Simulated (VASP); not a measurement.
Input of a VASP 6.6.1 run:

POSCAR

```
Tl12H
1.0
    6.9200000000      0.0000000000      0.0000000000
   -5.1900000000      8.9893440000      0.0000000000
    0.0000000000      0.0000000000      5.5325400000
Tl H
12 1
Direct
   -0.0036278826     -0.0022142931      0.0000326087
    0.1672739618      0.2099517955      0.4909283573
   -0.0081776698      0.3430714344      0.0135436027
    0.1775940600      0.5466380207      0.5165962859
   -0.0108288137      0.6700786390      0.0101449799
    0.1846317966      0.8825696720      0.5234879960
    0.5000015600      0.0119890575      0.0088654025
    0.6706885880      0.2244025729      0.5000887000
    0.4837573764      0.3406441152     -0.0237672860
    0.6780008673      0.5527720282      0.4882317985
    0.4890044675      0.6756358643     -0.0155220757
    0.6744697195      0.8786930426      0.4862402067
    0.8422353688      0.1142914508      0.7564869236
```

The input INCAR.step1:

```
SYSTEM = Tl12H
PREC     = Accurate       ! precision mode
ENCUT    = 520            ! plane-wave cutoff, eV
ISMEAR   = -1             ! smearing method
SIGMA    = 0.1            ! smearing width, eV
LREAL    = .FALSE.        ! projectors in reciprocal space
LASPH    = .TRUE.         ! aspherical terms in the spheres
NELM     = 80             ! most SCF steps
NBANDS   = 90             ! bands
GGA      = PE             ! functional
ALGO     = Normal         ! electronic algorithm
EDIFF    = 1E-4           ! SCF threshold, eV
LWAVE    = .TRUE.         ! write WAVECAR
LCHARG   = .FALSE.        ! write CHGCAR
```

The input INCAR.step2:

```
SYSTEM = Tl12H
PREC     = Accurate       ! precision mode
ENCUT    = 520            ! plane-wave cutoff, eV
EDIFF    = 1E-6           ! SCF threshold, eV
ISMEAR   = -1             ! smearing method
SIGMA    = 0.1            ! smearing width, eV
LREAL    = .FALSE.        ! projectors in reciprocal space
LASPH    = .TRUE.         ! aspherical terms in the spheres
NELM     = 80             ! most SCF steps
ALGO     = Normal         ! electronic algorithm
ISIF     = 2              ! what is computed and relaxed
LWAVE    = .FALSE.        ! write WAVECAR
LCHARG   = .FALSE.        ! write CHGCAR
METAGGA  = R2SCAN         ! meta-GGA
LMIXTAU  = .TRUE.       
NBANDS   = 90             ! bands
ISTART   = 1
```

File KPOINTS:

```
regular mesh
0
G
  2 2 3
  0 0 0
```

Potentials or basis: VASP PAW PBE potentials, release 64 (Tl_d, H).

Run with:

```bash
$ cat potpaw_PBE.64/Tl_d/POTCAR potpaw_PBE.64/H/POTCAR > POTCAR
$ cp INCAR.step1 INCAR
$ mpirun -np 1 vasp_std > vasp.out
$ cp INCAR.step2 INCAR
$ mpirun -np 1 vasp_std > vasp.out
```

Predict the band gap on the k mesh.

zero (an odd number of electrons rules out a gap without spin polarisation).

Estimate the pressure.

2.9 GPa.

Stress tensor (GPa, compression positive):
```
 2.24  0.90 -0.16
 0.90  5.52  0.09
-0.16  0.09  1.05
```

Caveat: the k points lie up to 0.46 Å⁻¹ apart, too coarse for converged energies and pressures of a metal; the PAW data sets were made with another functional, which shifts forces and pressure a little; spin-orbit coupling is left out, which moves the levels of the heavy elements.
